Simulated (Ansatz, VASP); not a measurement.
CuI: VASP beside Ansatz

File INCAR:

```
ALGO = Normal ; EDIFF = 1E-6
EDIFFG = -0.01 ; ENCUT = 600
GGA = PE ; IBRION = 2
ISIF = 3 ; ISMEAR = 0
LASPH = T ; LCHARG = F
LREAL = F ; LWAVE = F
NELM = 100 ; NSW = 100
PREC = Accurate ; SIGMA = 0.1
```

The input KPOINTS:

```
k-points
0
Gamma
  16 16 12
```

Contents of POSCAR:

```
CuI
1.0
    3.3525502000      0.0000000000      0.0000000000
    0.0000000000      3.3525502000      0.0000000000
    0.0000000000      0.0000000000      4.8580485300
Cu I
1 1
Direct
    0.5000000000      0.5000000000      0.5000000000
    0.0000000000      0.0000000000      0.0000000000
```

Input for Ansatz:

```yaml
crystal:
  lattice:
    - [3.3525502, 0.0, 0.0]
    - [0.0, 3.3525502, 0.0]
    - [0.0, 0.0, 4.85804853]
  atoms:
    - { symbol: Cu, position: [0.5, 0.5, 0.5] }
    - { symbol: I, position: [0.0, 0.0, 0.0] }
basis:
  ecutwfc: 420
kpoints:
  mp_grid: { grid: [16, 16, 12] }
hamiltonian:
  xc: pbe
scf:
  occupations: { method: gaussian, width: 0.1 }
output:
  forces: true
  stress: true
  eigenvalues: true
relax:
  adjacent_minimum: "off"
  f_tol: 0.01
  max_steps: 80
  cell: { stress_tol: 0.05 }
```

Change from the starting cell: species swapped into the VPt type (P4/mmm, No. 123).

Alike in both runs: task relaxation of cell and atoms; functional PBE; k mesh 16 × 16 × 12; occupations gaussian, width 0.1 eV; no spin polarisation.

|  | VASP | Ansatz |
| --- | --- | --- |
| version | VASP 6.6.1 | Ansatz 0.2.0 |
| potentials or method | VASP PAW PBE potentials, release 64 (Cu, I), cutoff 600 eV | scalar-relativistic, plane waves, PAW |
| valence electrons in the cell | 18 | 36 |

|  | VASP | Ansatz | Ansatz less VASP |
| --- | --- | --- | --- |
| gap on the k mesh at the Fermi level, each at its own relaxed structure (eV) | none | none | - |
| relaxed volume (Å³/atom) | 24.37 | 24.37 | -0.003 |
| relaxed cell length with the largest relative difference (Å) | 3.652 | 3.651 | -0.0009 |

A gap of «none» marks a metal or a gap that the smearing closes. VASP's potentials hold 18 valence electrons a cell and Ansatz's 36, so a difference there can come from the potentials and not from the codes.

Spin-orbit coupling is off throughout.
